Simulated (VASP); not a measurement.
# GeI (R-3m) in VASP: single point with PBE

Aim: the single point of GeI with PBE.

Program: VASP 6.6.1. These are calculated values, not measurements. Logs are shortened: lines on timing, memory, paths and dates and some standing lists are left out, and cuts for length are marked.

## 1. The cell of the first run

Symmetry: R-3m, No. 166, trigonal system. Conventional cell: a = 3.909 Å, b = 3.909 Å, c = 13.354 Å, α = 90.00°, β = 90.00°, γ = 120.00°. Ge (site symmetry -3m) has 6 I at 3.17 Å and 6 Ge at 3.91 Å within 4.2 Å. I (site symmetry -3m) has 6 Ge at 3.17 Å and 6 I at 3.91 Å within 4.2 Å.

## 2. Single point, PBE

Input file POSCAR:

```
GeI
1.0
    1.9546707062      1.1285296584      4.4514745334
   -1.9546707062      1.1285296584      4.4514745334
    0.0000000000     -2.2570593167      4.4514745334
Ge I
1 1
Direct
    0.5000000000      0.5000000000      0.5000000000
    0.0000000000      0.0000000000      0.0000000000
```

Input file INCAR.step1:

```
  ALGO = Normal
  EDIFF = 1E-6
  ENCUT = 410
  GGA = PE
  GGA_COMPAT = False
  ISIF = 2
  ISMEAR = 0
  LASPH = True
  LCHARG = True
  LORBIT = 11
  LREAL = False
  LWAVE = False
  NBANDS = 18
  NEDOS = 2001
  NELM = 120
  PREC = Accurate
  SIGMA = 0.1
```

Input file KPOINTS.step1:

```
k-points
0
Gamma
  15 15 15
```

Input file INCAR.step2:

```
  ALGO = Normal
  EDIFF = 1E-6
  ENCUT = 410
  GGA = PE
  GGA_COMPAT = False
  ICHARG = 11
  ISIF = 2
  ISMEAR = -5
  LASPH = True
  LCHARG = False
  LORBIT = 11
  LREAL = False
  LWAVE = False
  NBANDS = 18
  NEDOS = 1001
  NELM = 120
  PREC = Accurate
  SIGMA = 0.1
```

Input file KPOINTS.step2:

```
k-points
0
Gamma
  23 23 23
```

Potentials or basis: VASP PAW PBE potentials, release 64 (Ge_d, I).

Run with:

```console
$ cat potpaw_PBE.64/Ge_d/POTCAR potpaw_PBE.64/I/POTCAR > POTCAR
$ cp INCAR.step1 INCAR
$ cp KPOINTS.step1 KPOINTS
$ mpirun -np 1 vasp_std > vasp.out
$ cp INCAR.step2 INCAR
$ cp KPOINTS.step2 KPOINTS
$ mpirun -np 1 vasp_std > vasp.out
```

OUTCAR:

```text
EDIFF = 1E-6
   ENCUT = 410
   GGA = PE
   ICHARG = 11
   ISIF = 2
   ISMEAR = -5
   LASPH = True
   LORBIT = 11
   LREAL = False
   NELM = 120
   PREC = Accurate

 ion  position               nearest neighbor table
   1  0.500  0.500  0.500-   2 3.17   2 3.17   2 3.17   2 3.17   2 3.17   2 3.17
   2  0.000  0.000  0.000-   1 3.17   1 3.17   1 3.17   1 3.17   1 3.17   1 3.17

  LATTYP: Found a trigonal (rhomboedric) cell.
 ALAT       =     4.9909861031
 COS(alpha) =     0.6932359356

  Lattice vectors:

 A1 = (   1.9546707062,   1.1285296584,   4.4514745334)
 A2 = (  -1.9546707062,   1.1285296584,   4.4514745334)
 A3 = (   0.0000000000,  -2.2570593167,   4.4514745334)

Analysis of symmetry for initial positions (statically):
=====================================================================
 Subroutine PRICEL returns:
 Original cell was already a primitive cell.

 Routine SETGRP: Setting up the symmetry group for a
 trigonal (rhombohedral) supercell.

 Subroutine GETGRP returns: Found 12 space group operations
 (whereof 12 operations were pure point group operations)
 out of a pool of 12 trial point group operations.

The static configuration has the point symmetry D_3d.

Analysis of symmetry for dynamics (positions and initial velocities):
=====================================================================
 Subroutine PRICEL returns:
 Original cell was already a primitive cell.

 Routine SETGRP: Setting up the symmetry group for a
 trigonal (rhombohedral) supercell.

 Subroutine GETGRP returns: Found 12 space group operations
 (whereof 12 operations were pure point group operations)
 out of a pool of 12 trial point group operations.

The dynamic configuration has the point symmetry D_3d.

 Subroutine INISYM returns: Found 12 space group operations
 (whereof 12 operations are pure point group operations),
 and found     1 'primitive' translations

----------------------------------------------------------------------------------------

                                     Primitive cell

  volume of cell :      58.9171

  direct lattice vectors                    reciprocal lattice vectors
     1.954670706  1.128529658  4.451474533     0.255797561  0.147684791  0.074881555
    -1.954670706  1.128529658  4.451474533    -0.255797561  0.147684791  0.074881555
     0.000000000 -2.257059317  4.451474533     0.000000000 -0.295369582  0.074881555

  length of vectors
     4.990986103  4.990986103  4.990986103     0.304713697  0.304713697  0.304713697

  position of ions in fractional coordinates (direct lattice)
     0.500000000  0.500000000  0.500000000
     0.000000000  0.000000000  0.000000000

  ion indices of the primitive-cell ions
   primitive index   ion index
                 1           1
                 2           2

----------------------------------------------------------------------------------------

 KPOINTS: k-points

Automatic generation of k-mesh.
 Grid dimensions read from file:
 generate k-points for:   23   23   23

 Generating k-lattice:

  Cartesian coordinates                     Fractional coordinates (reciprocal lattice)
     0.011121633  0.006421078  0.003255720     0.043478261 -0.000000000  0.000000000
    -0.011121633  0.006421078  0.003255720    -0.000000000  0.043478261  0.000000000
     0.000000000 -0.012842156  0.003255720     0.000000000  0.000000000  0.043478261

  Length of vectors
     0.013248422  0.013248422  0.013248422

  Shift w.r.t. Gamma in fractional coordinates (k-lattice)
     0.000000000  0.000000000  0.000000000

 TETIRR: Found   6095 inequivalent tetrahedra from    73002

 Subroutine IBZKPT returns following result:
 ===========================================

 Found   1156 irreducible k-points:

 Following reciprocal coordinates:
            Coordinates               Weight
  0.000000  0.000000  0.000000      1.000000
  0.043478 -0.000000 -0.000000      6.000000
  0.086957  0.000000 -0.000000      6.000000
  0.130435  0.000000  0.000000      6.000000
  0.173913 -0.000000  0.000000      6.000000
  0.217391  0.000000  0.000000      6.000000
[... 16 lines left out ...]
  0.478261  0.043478  0.000000     12.000000
 -0.478261  0.043478  0.000000     12.000000
 [... further k-points ...]
   k-points           NKPTS =   1156   k-points in BZ     NKDIM =   1156   number of bands    NBANDS=     18
   number of dos      NEDOS =   1001   number of ions     NIONS =      2
   total plane-waves  NPLWV =  46656
   dimension x,y,z NGX =    36 NGY =   36 NGZ =   36
   dimension x,y,z NGXF=    72 NGYF=   72 NGZF=   72
   ions per type =               1   1
   NGX,Y,Z   is equivalent  to a cutoff of  11.99, 11.99, 11.99 a.u.
   NGXF,Y,Z  is equivalent  to a cutoff of  23.98, 23.98, 23.98 a.u.
 SYSTEM =  unknown system
   PREC   = accura    normal or accurate (medium, high low for compatibility)
   ISTART =      0    job   : 0-new  1-cont  2-samecut
   ICHARG =     11    charge: 1-file 2-atom 10-const
   ISPIN  =      1    spin polarized calculation?
   LNONCOLLINEAR =      F non collinear calculations
   LSORBIT =      F    spin-orbit coupling
   LASPH  =      T    aspherical Exc in radial PAW
   ENCUT  =  410.0 eV  30.13 Ry    5.49 a.u.   8.24  8.24  8.24*2*pi/ulx,y,z
   NELM   =    120;   NELMIN=  2; NELMDL=  0     # of ELM steps
   EDIFF  = 0.1E-05   stopping-criterion for ELM
   LREAL  =      F    real-space projection
   EDIFFG = 0.1E-04   stopping-criterion for IOM
   NSW    =      0    number of steps for IOM
   IBRION =     -1    ionic relax: 0-MD 1-quasi-New 2-CG
   NFREE  =      0    steps in history (QN), initial steepest desc. (CG)
   ISIF   =      2    stress and relaxation
   ISYM   =      2    0-nonsym 1-usesym 2-fastsym
   POTIM  = 0.5000    time-step for ionic-motion
   TEBEG  =    0.0;   TEEND  =   0.0 temperature during run
   PSTRESS=    0.0 pullay stress
   NELECT =      21.0000    total number of electrons
   NUPDOWN=      -1.0000    fix difference up-down
   EMIN   =  10.00;   EMAX   =-10.00  energy-range for DOS
   EFERMI =   0.00;   METHOD = LEGACY
   ISMEAR =    -5;   SIGMA  =   0.10  broadening in eV -4-tet -1-fermi 0-gaus
   EFERMI_NEDOS =   21; number of points for ismear=-14 and -15
   IALGO  =     38    algorithm
   IMIX   =      4    mixing-type and parameters
     AMIX     =   0.40;   BMIX     =  1.00
     AMIX_MAG =   1.60;   BMIX_MAG =  1.00
  volume/ion in A,a.u.               =      29.46       198.80
  Fermi-wavevector in a.u.,A,eV,Ry     =   1.160738  2.193476 18.331287  1.347312
  Thomas-Fermi vector in A             =   2.297317
   LORBIT       =     11    0 simple, 1 ext, 2 COOP (PROOUT), +10 PAW based schemes
   GGA     = PE    functional components
   LHFCALC =     F    Hartree Fock is set to
   AEXX    =    0.0000 exact exchange contribution
   IVDW    =     0    specifies the selected vdW correction
   LEPSILON=     F    determine dielectric tensor
   LRPA    =     F    only Hartree local field effects (RPA)
 non-spin polarized calculation
 Fermi weights with tetrahedron method with Bloechl corrections
  energy-cutoff  :      410.00
  volume of cell :       58.92
 maximum number of plane-waves:      1131
 NGX is ok and might be reduce to    36

 number of electron      20.9999995 magnetization

 Free energy of the ion-electron system (eV)
  ---------------------------------------------------
  ext. energy  EPLUGINS =         0.00000000
  ---------------------------------------------------
  free energy    TOTEN  =        -5.46041623 eV

  energy without entropy =       -5.46041623  energy(sigma->0) =       -5.46041623

 E-fermi :   5.8034     XC(G=0):  -9.4832

 val. band max:        5.8146374849   @ k =  -0.3913   0.0435   0.0435
 cond. band min:       5.7609479033   @ k =  -0.1739   0.3043   0.1304
 fundamental gap:     -0.0536895816
 Fermi energy:         5.8033720479

 k-point     1 :       0.0000    0.0000    0.0000
  band No.  band energies     occupation
      1     -19.7006      2.00000
      2     -19.6897      2.00000
      3     -19.6897      2.00000
      4     -19.6635      2.00000
      5     -19.6635      2.00000
      6      -8.9321      2.00000
[... 10 lines left out ...]
     17      13.0848      0.00000
     18      13.0895      0.00000

 k-point     2 :       0.0435   -0.0000   -0.0000
  band No.  band energies     occupation
      1     -19.7006      2.00000
      2     -19.6899      2.00000
      3     -19.6898      2.00000
      4     -19.6635      2.00000
      5     -19.6634      2.00000
      6      -8.9169      2.00000
[... 10 lines left out ...]
     17      13.1922      0.00000
     18      13.2202      0.00000

 k-point     3 :       0.0870    0.0000   -0.0000
  band No.  band energies     occupation
      1     -19.7004      2.00000
      2     -19.6901      2.00000
      3     -19.6899      2.00000
      4     -19.6636      2.00000
      5     -19.6631      2.00000
      6      -8.8717      2.00000
[... 10 lines left out ...]
     17      13.4897      0.00000
     18      13.5485      0.00000

 k-point     4 :       0.1304    0.0000    0.0000
  band No.  band energies     occupation
      1     -19.7002      2.00000
      2     -19.6903      2.00000
      3     -19.6900      2.00000
      4     -19.6636      2.00000
      5     -19.6627      2.00000
      6      -8.7980      2.00000
[... 375 lines left out ...]
      4     -19.6636      2.00000
      5     -19.6579      2.00000
      6      -7.9644      2.00000
[... 10 lines left out ...]
     17      16.8495      0.00000
     18      18.0689      0.00000

 k-point    23 :       0.4783    0.0435    0.0000
  band No.  band energies     occupation
      1     -19.6976      2.00000
      2     -19.6927      2.00000
      3     -19.6908      2.00000
      4     -19.6636      2.00000
      5     -19.6576      2.00000
      6      -7.8934      2.00000
[... 10 lines left out ...]
     17      17.6034      0.00000
     18      18.0127      0.00000

 k-point    24 :      -0.4783    0.0435    0.0000
  band No.  band energies     occupation
      1     -19.6976      2.00000
      2     -19.6927      2.00000
      3     -19.6908      2.00000
      4     -19.6636      2.00000
      5     -19.6575      2.00000
      6      -7.8710      2.00000
[... 10 lines left out ...]
     17      17.4535      0.00000
     18      18.2651      0.00000

 [... further k-points ...]
[... 5 lines left out ...]
  --------------------------------------------------------------------------------------
  -------------------------------------------------------------------------------------
  Total       -0.0797609     -0.0797609     -0.0396980      0.0000000     -0.0000000      0.0000000
  in kB       -2.1689978     -2.1689978     -1.0795361      0.0000000     -0.0000000      0.0000000
  external PRESSURE =      -1.8058439 kB  Pullay stress =       0.0000000 kB

 VOLUME and BASIS-vectors are now :
 -----------------------------------------------------------------------------
  energy-cutoff  :      410.00
  volume of cell :       58.92
      direct lattice vectors                 reciprocal lattice vectors
     1.954670706  1.128529658  4.451474533     0.255797561  0.147684791  0.074881555
    -1.954670706  1.128529658  4.451474533    -0.255797561  0.147684791  0.074881555
     0.000000000 -2.257059317  4.451474533     0.000000000 -0.295369582  0.074881555

 POSITION                                       TOTAL-FORCE (eV/Angst)
 -----------------------------------------------------------------------------------
      0.00000      0.00000      6.67721        -0.000000      0.000000      0.000000
      0.00000      0.00000      0.00000         0.000000     -0.000000     -0.000000
 -----------------------------------------------------------------------------------
    total drift:                                0.000000     -0.000000      0.000000

  FREE ENERGIE OF THE ION-ELECTRON SYSTEM (eV)
  ---------------------------------------------------
  free  energy   TOTEN  =        -5.4604162340 eV

  energy  without entropy=       -5.4604162340  energy(sigma->0) =       -5.46041623

 total charge

# of ion       s       p       d       tot
------------------------------------------
    1        1.348   0.690   9.988  12.025
    2        1.540   2.662   0.041   4.243
--------------------------------------------------
tot          2.888   3.351  10.029  16.268
```

Run time: 8 min. Hardware: 1 thread of Intel Xeon Platinum 8488C (Sapphire Rapids), shared host; peak memory 0.89 GiB.

Results:

```
Valence electrons inside the program's atomic spheres : Ge 12.03; I 4.24
```

Caveat: spin-orbit coupling is left out, which moves the levels of the heavy elements; an odd number of electrons without spin polarisation forces a metal; a magnetic or distorted state may lie lower.
